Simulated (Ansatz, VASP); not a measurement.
## Two plane-wave programs on Mg3CdS4

```xyz
8
Lattice="3.7523 0.0000 0.0000 0.0000 3.7523 0.0000 0.0000 0.0000 10.6324" Properties=species:S:1:pos:R:3 pbc="T T T"
Mg    0.0000    0.0000    8.0210
Mg    1.8761    1.8761    0.0000
Mg    0.0000    0.0000    2.6114
Cd    1.8761    1.8761    5.3162
S     0.0000    0.0000    0.0000
S     1.8761    1.8761    2.5854
S     0.0000    0.0000    5.3162
S     1.8761    1.8761    8.0470
```

Alike in both runs: functional PBE; k mesh 8 × 8 × 4; occupations gaussian, width 0.02 eV; no spin polarisation.

Ansatz relaxed the structure, and its values are those at the end. VASP's run is a single point on that final structure, the one shown.

|  | VASP | Ansatz |
| --- | --- | --- |
| version | VASP 6.6.1 | Ansatz 0.2.0 |
| potentials or method | VASP PAW PBE potentials, release 64 (Mg, Cd, S), cutoff 520 eV | scalar-relativistic, plane waves, PAW |
| valence electrons in the cell | 42 | 74 |

Ansatz gave:

```
gap on the k mesh at the Fermi level (eV) : 1.05
least direct gap on the mesh (eV)         : 1.86
pressure (GPa)                            : 0.0
rms of the force components (eV/Å)        : 0.000
```

Which values does VASP return?

gap on the k mesh at the Fermi level (eV): 1.04; least direct gap on the mesh (eV): 1.85; pressure (GPa): -0.1; rms of the force components (eV/Å): 0.008.

With one functional, cell and mesh, what is left measures potentials, basis and numerics. VASP's potentials hold 42 valence electrons a cell and Ansatz's 74, so a difference there can come from the potentials and not from the codes.
